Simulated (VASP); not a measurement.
# AgB2 (P6/mmm) in VASP: notebook, part 2 of 2

VASP 6.6.1. Earlier steps stand in the parts before.

## Step 5: Single point, PBEsol

This run uses another cell than the first one, of 10.48 Å³/atom, 1.083 times its volume.

File INCAR:

```
PREC = Accurate
ENCUT = 520
EDIFF = 1E-6
ISMEAR = 1
SIGMA = 0.1
LREAL = False
LASPH = True
NELM = 60
ALGO = Normal
ISIF = 2
LWAVE = False
LCHARG = False
GGA = PS
NBANDS = 16
```

File KPOINTS:

```
Automatic mesh
0
Gamma
  11 11 7
```

File POSCAR:

```
AgB2
1.0
    3.0013674697      0.0000000000      0.0000000000
   -1.5006837348      2.5992603199      0.0000000000
    0.0000000000      0.0000000000      4.0297697803
Ag B
1 2
Direct
    0.0000000000      0.0000000000      0.0000000000
    0.3333333333      0.6666666667      0.5000000000
    0.6666666667      0.3333333333      0.5000000000
```

Potentials or basis: VASP PAW PBE potentials, release 64 (Ag, B).

Launch:

```bash
$ cat potpaw_PBE.64/Ag/POTCAR potpaw_PBE.64/B/POTCAR > POTCAR
$ mpirun -np 1 vasp_std > vasp.out
```

OUTCAR:

```text
PREC = Accurate
   ENCUT = 520
   EDIFF = 1E-6
   ISMEAR = 1
   LREAL = False
   LASPH = True
   NELM = 60
   ISIF = 2
   GGA = PS

 ion  position               nearest neighbor table
   1  0.000  0.000  0.000-   2 2.66   2 2.66   3 2.66   3 2.66   2 2.66   3 2.66   2 2.66   3 2.66
                             3 2.66   3 2.66   2 2.66   2 2.66
   2  0.333  0.667  0.500-   3 1.73   3 1.73   3 1.73   1 2.66   1 2.66   1 2.66   1 2.66   1 2.66
                             1 2.66
   3  0.667  0.333  0.500-   2 1.73   2 1.73   2 1.73   1 2.66   1 2.66   1 2.66   1 2.66   1 2.66
                             1 2.66

  LATTYP: Found a hexagonal cell.
 ALAT       =     3.0013674697
 C/A-ratio  =     1.3426445848

  Lattice vectors:

 A1 = (   3.0013674697,   0.0000000000,   0.0000000000)
 A2 = (  -1.5006837348,   2.5992603199,   0.0000000000)
 A3 = (   0.0000000000,   0.0000000000,   4.0297697803)

Analysis of symmetry for initial positions (statically):
=====================================================================
 Subroutine PRICEL returns:
 Original cell was already a primitive cell.

 Routine SETGRP: Setting up the symmetry group for a
 hexagonal supercell.

 Subroutine GETGRP returns: Found 24 space group operations
 (whereof 24 operations were pure point group operations)
 out of a pool of 24 trial point group operations.

The static configuration has the point symmetry D_6h.

Analysis of symmetry for dynamics (positions and initial velocities):
=====================================================================
 Subroutine PRICEL returns:
 Original cell was already a primitive cell.

 Routine SETGRP: Setting up the symmetry group for a
 hexagonal supercell.

 Subroutine GETGRP returns: Found 24 space group operations
 (whereof 24 operations were pure point group operations)
 out of a pool of 24 trial point group operations.

The dynamic configuration has the point symmetry D_6h.

 Subroutine INISYM returns: Found 24 space group operations
 (whereof 24 operations are pure point group operations),
 and found     1 'primitive' translations

----------------------------------------------------------------------------------------

                                     Primitive cell

  volume of cell :      31.4376

  direct lattice vectors                    reciprocal lattice vectors
     3.001367470  0.000000000  0.000000000     0.333181461  0.192362418  0.000000000
    -1.500683735  2.599260320  0.000000000     0.000000000  0.384724836  0.000000000
     0.000000000  0.000000000  4.029769780     0.000000000  0.000000000  0.248153134

  length of vectors
     3.001367470  3.001367335  4.029769780     0.384724819  0.384724836  0.248153134

  position of ions in fractional coordinates (direct lattice)
     0.000000000  0.000000000  0.000000000
     0.333333333  0.666666667  0.500000000
     0.666666667  0.333333333  0.500000000

  ion indices of the primitive-cell ions
   primitive index   ion index
                 1           1
                 2           2
                 3           3

----------------------------------------------------------------------------------------

 KPOINTS: Automatic mesh

Automatic generation of k-mesh.
 Grid dimensions read from file:
 generate k-points for:   11   11    7

 Generating k-lattice:

  Cartesian coordinates                     Fractional coordinates (reciprocal lattice)
     0.030289224  0.017487493  0.000000000     0.090909091  0.000000000  0.000000000
     0.000000000  0.034974985  0.000000000     0.000000000  0.090909091  0.000000000
     0.000000000  0.000000000  0.035450448     0.000000000  0.000000000  0.142857143

  Length of vectors
     0.034974984  0.034974985  0.035450448

  Shift w.r.t. Gamma in fractional coordinates (k-lattice)
     0.000000000  0.000000000  0.000000000

 Subroutine IBZKPT returns following result:
 ===========================================

 Found     64 irreducible k-points:

 Following reciprocal coordinates:
            Coordinates               Weight
  0.000000  0.000000  0.000000      1.000000
  0.090909 -0.000000  0.000000      6.000000
  0.181818  0.000000  0.000000      6.000000
  0.272727  0.000000  0.000000      6.000000
  0.363636 -0.000000  0.000000      6.000000
  0.454545  0.000000  0.000000      6.000000
[... 16 lines left out ...]
  0.090909  0.090909  0.142857     12.000000
  0.181818  0.090909  0.142857     24.000000
 [... further k-points ...]
   k-points           NKPTS =     64   k-points in BZ     NKDIM =     64   number of bands    NBANDS=     16
   number of dos      NEDOS =    301   number of ions     NIONS =      3
   total plane-waves  NPLWV =  17280
   dimension x,y,z NGX =    24 NGY =   24 NGZ =   30
   dimension x,y,z NGXF=    48 NGYF=   48 NGZF=   60
   ions per type =               1   2
   NGX,Y,Z   is equivalent  to a cutoff of  13.29, 13.29, 12.38 a.u.
   NGXF,Y,Z  is equivalent  to a cutoff of  26.59, 26.59, 24.75 a.u.
 SYSTEM =  unknown system
   PREC   = accura    normal or accurate (medium, high low for compatibility)
   ISTART =      0    job   : 0-new  1-cont  2-samecut
   ICHARG =      2    charge: 1-file 2-atom 10-const
   ISPIN  =      1    spin polarized calculation?
   LNONCOLLINEAR =      F non collinear calculations
   LSORBIT =      F    spin-orbit coupling
   LASPH  =      T    aspherical Exc in radial PAW
   ENCUT  =  520.0 eV  38.22 Ry    6.18 a.u.   5.58  5.58  7.49*2*pi/ulx,y,z
   NELM   =     60;   NELMIN=  2; NELMDL= -5     # of ELM steps
   EDIFF  = 0.1E-05   stopping-criterion for ELM
   LREAL  =      F    real-space projection
   EDIFFG = 0.1E-04   stopping-criterion for IOM
   NSW    =      0    number of steps for IOM
   IBRION =     -1    ionic relax: 0-MD 1-quasi-New 2-CG
   NFREE  =      0    steps in history (QN), initial steepest desc. (CG)
   ISIF   =      2    stress and relaxation
   ISYM   =      2    0-nonsym 1-usesym 2-fastsym
   POTIM  = 0.5000    time-step for ionic-motion
   TEBEG  =    0.0;   TEEND  =   0.0 temperature during run
   PSTRESS=    0.0 pullay stress
   NELECT =      17.0000    total number of electrons
   NUPDOWN=      -1.0000    fix difference up-down
   EMIN   =  10.00;   EMAX   =-10.00  energy-range for DOS
   EFERMI =   0.00;   METHOD = LEGACY
   ISMEAR =     1;   SIGMA  =   0.10  broadening in eV -4-tet -1-fermi 0-gaus
   EFERMI_NEDOS =   21; number of points for ismear=-14 and -15
   IALGO  =     38    algorithm
   IMIX   =      4    mixing-type and parameters
     AMIX     =   0.40;   BMIX     =  1.00
     AMIX_MAG =   1.60;   BMIX_MAG =  1.00
  volume/ion in A,a.u.               =      10.48        70.72
  Fermi-wavevector in a.u.,A,eV,Ry     =   1.333751  2.520424 24.203290  1.778892
  Thomas-Fermi vector in A             =   2.462585
   LORBIT       =      0    0 simple, 1 ext, 2 COOP (PROOUT), +10 PAW based schemes
   GGA     = PS    functional components
   LHFCALC =     F    Hartree Fock is set to
   AEXX    =    0.0000 exact exchange contribution
   IVDW    =     0    specifies the selected vdW correction
   LEPSILON=     F    determine dielectric tensor
   LRPA    =     F    only Hartree local field effects (RPA)
 non-spin polarized calculation
 Methfessel and Paxton  Order N= 1 SIGMA  =   0.10
  energy-cutoff  :      520.00
  volume of cell :       31.44
 maximum number of plane-waves:       879
 NGX is ok and might be reduce to    24
   NGX = 11   NGY = 11   NGZ = 15

 number of electron      16.9999992 magnetization

 Free energy of the ion-electron system (eV)
  ---------------------------------------------------
  ext. energy  EPLUGINS =         0.00000000
  ---------------------------------------------------
  free energy    TOTEN  =       -15.80887916 eV

  energy without entropy =      -15.80772911  energy(sigma->0) =      -15.80849581

 E-fermi :   7.2198     XC(G=0): -12.2445

 val. band max:        7.2043130950   @ k =   0.2727   0.2727   0.2857
 cond. band min:       7.2219122007   @ k =   0.3636   0.1818   0.2857
 fundamental gap:      0.0175991057
 Fermi energy:         7.2198354976

 k-point     1 :       0.0000    0.0000    0.0000
  band No.  band energies     occupation
      1      -4.9991      2.00000
      2       1.3576      2.00000
      3       2.3058      2.00000
      4       2.3058      2.00000
      5       3.2773      2.00000
      6       3.2773      2.00000
[... 8 lines left out ...]
     15      23.8524      0.00000
     16      25.0832      0.00000
[... 419 lines left out ...]
 k-point    24 :       0.1818    0.0909    0.1429
  band No.  band energies     occupation
      1      -3.8344      2.00000
      2       1.4825      2.00000
      3       1.8644      2.00000
      4       2.0432      2.00000
      5       2.9589      2.00000
      6       3.0304      2.00000
[... 8 lines left out ...]
     15      20.2711      0.00000
     16      23.4350      0.00000

 [... further k-points ...]
[... 5 lines left out ...]
  --------------------------------------------------------------------------------------
  -------------------------------------------------------------------------------------
  Total       -0.0570814     -0.0570814     -0.8942382     -0.0000000     -0.0000000      0.0000000
  in kB       -2.9090807     -2.9090803    -45.5737343     -0.0000000     -0.0000000      0.0000000
  external PRESSURE =     -17.1306318 kB  Pullay stress =       0.0000000 kB

 VOLUME and BASIS-vectors are now :
 -----------------------------------------------------------------------------
  energy-cutoff  :      520.00
  volume of cell :       31.44
      direct lattice vectors                 reciprocal lattice vectors
     3.001367470  0.000000000  0.000000000     0.333181461  0.192362418  0.000000000
    -1.500683735  2.599260320  0.000000000     0.000000000  0.384724836  0.000000000
     0.000000000  0.000000000  4.029769780     0.000000000  0.000000000  0.248153134

 POSITION                                       TOTAL-FORCE (eV/Angst)
 -----------------------------------------------------------------------------------
      0.00000      0.00000      0.00000        -0.000000      0.000000      0.000000
     -0.00000      1.73284      2.01488        -0.000000      0.000000      0.000000
      1.50068      0.86642      2.01488         0.000000     -0.000000     -0.000000
 -----------------------------------------------------------------------------------
    total drift:                               -0.000000      0.000000     -0.000000

  FREE ENERGIE OF THE ION-ELECTRON SYSTEM (eV)
  ---------------------------------------------------
  free  energy   TOTEN  =       -15.8088791581 eV

  energy  without entropy=      -15.8077291058  energy(sigma->0) =      -15.80849581
```

stdout:

```text
POSCAR found type information on POSCAR AgB
 POSCAR found :  2 types and       3 ions
 scaLAPACK will be used
 -----------------------------------------------------------------------------
|                                                                             |
|                                                                             |
|     You enforced a specific xc type in the INCAR file but a different       |
|     I HOPE YOU KNOW WHAT YOU ARE DOING!                                     |
|                                                                             |
 -----------------------------------------------------------------------------

 LDA part: xc-table for (Slater+PW92), standard interpolation
 POSCAR, INCAR and KPOINTS ok, starting setup
 FFT: planning ... GRIDC
 FFT: planning ... GRID_SOFT
 FFT: planning ... GRID
 WAVECAR not read
 entering main loop
```

Wall time 15 s (1 thread of AMD EPYC 9R45 (Zen 5), shared host); peak memory 0.13 GiB.

Results:

```
Free energy : -15.8089 eV
Pressure    : -1.7 GPa
```

Stress tensor (GPa, compression positive):
```
-0.29  0.00  0.00
 0.00 -0.29  0.00
 0.00  0.00 -4.56
```

Levels at points of the mesh, in eV from the Fermi level:
```
           k point  band 4  band 5  band 6  band 7  band 8  band 9  band 10  band 11  band 12  band 13
(0.00, 0.00, 0.00)   -4.91   -3.94   -3.94   -3.91    1.32    1.36     1.36     7.58     7.58     9.61
```

Caveat: the PAW data sets were made with another functional, which shifts forces and pressure a little.

## Step 6: Single point, PBEsol

This run uses another cell than the first one, of 10.75 Å³/atom, 1.111 times its volume.

File INCAR:

```
PREC = Accurate
ENCUT = 520
EDIFF = 1E-6
ISMEAR = 1
SIGMA = 0.1
LREAL = False
LASPH = True
NELM = 80
ALGO = Normal
ISIF = 2
LWAVE = False
LCHARG = True
GGA = PS
LELF = True
LVHAR = True
NBANDS = 16
```

KPOINTS is that of step 5.

File POSCAR:

```
AgB2
1.0
    3.0268040000      0.0000000000      0.0000000000
   -1.5134020000      2.6212890000      0.0000000000
    0.0000000000      0.0000000000      4.0639220000
Ag B
1 2
Direct
    0.0000000000      0.0000000000      0.0000000000
    0.3333333333      0.6666666667      0.5000000000
    0.6666666667      0.3333333333      0.5000000000
```

Potentials or basis: VASP PAW PBE potentials, release 64 (Ag, B).

Launch:

```bash
$ cat potpaw_PBE.64/Ag/POTCAR potpaw_PBE.64/B/POTCAR > POTCAR
$ mpirun -np 1 vasp_std > vasp.out
```

It took 16 s on 1 thread of AMD EPYC 9R45 (Zen 5), shared host; peak memory 0.13 GiB.

Results (log left out):

* Free energy: -15.7907 eV
* Pressure: -5.6 GPa

Stress tensor (GPa, compression positive):
```
-4.72  0.00  0.00
 0.00 -4.72  0.00
 0.00  0.00 -7.22
```

Levels at points of the mesh, in eV from the Fermi level:
```
           k point  band 4  band 5  band 6  band 7  band 8  band 9  band 10  band 11  band 12  band 13
(0.00, 0.00, 0.00)   -4.81   -3.88   -3.88   -3.78    1.23    1.34     1.34     7.51     7.51     9.39
```

Caveat: the PAW data sets were made with another functional, which shifts forces and pressure a little.

## Step 7: The runs side by side

| cell | gap on the mesh (eV) | pressure (GPa) |
| --- | --- | --- |
| a = 2.922, b = 2.922, c = 3.924 Å, angles 90.0, 90.0, 120.0°, 3 atoms | none | 13.5 |
| a = 2.949, b = 2.949, c = 3.960 Å, angles 90.0, 90.0, 120.0°, 3 atoms | none | 7.6 |
| a = 2.975, b = 2.975, c = 3.995 Å, angles 90.0, 90.0, 120.0°, 3 atoms | none | 2.7 |
| a = 3.001, b = 3.001, c = 4.030 Å, angles 90.0, 90.0, 120.0°, 3 atoms | none | -1.7 |
| a = 3.027, b = 3.027, c = 4.064 Å, angles 90.0, 90.0, 120.0°, 3 atoms | none | -5.6 |

Alike in all rows: task single point; level PBEsol; potentials or basis VASP PAW PBE potentials, release 64 (Ag, B); no spin polarisation; k mesh 11 × 11 × 7; cutoff (eV) 520; smearing methfessel-paxton 0.1 eV.

Caveats: the PAW data sets were made with another functional, which shifts forces and pressure a little.

Absolute energies hang on the potentials; compare differences alone.
